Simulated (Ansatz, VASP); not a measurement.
# CsBe3 in VASP and in Ansatz

```
CELL_PARAMETERS angstrom
4.58200 0.00000 0.00000
0.00000 4.58200 0.00000
0.00000 0.00000 4.58200
ATOMIC_POSITIONS crystal
Cs 0.00000 0.00000 0.00000
Be 0.00000 0.50000 0.50000
Be 0.50000 0.00000 0.50000
Be 0.50000 0.50000 0.00000
```

Alike in both runs: functional PBE; k mesh 4 × 4 × 4; occupations gaussian, width 0.1 eV; no spin polarisation.

Ansatz relaxed the structure, and its values are those at the end. VASP's run is a single point on that final structure, the one shown.

|  | VASP | Ansatz |
| --- | --- | --- |
| version | VASP 6.6.1 | Ansatz 0.2.0 |
| potentials or method | VASP PAW PBE potentials, release 64 (Cs_sv, Be), cutoff 520 eV | scalar-relativistic, plane waves, PAW |
| valence electrons in the cell | 15 | 15 |

```csv
,VASP,Ansatz,Ansatz less VASP
gap on the k mesh at the Fermi level (eV),none,none,-
pressure (GPa),0.4,0.3,-0.03
```

A gap of «none» marks a metal or a gap that the smearing closes.

Spin-orbit coupling is off throughout.
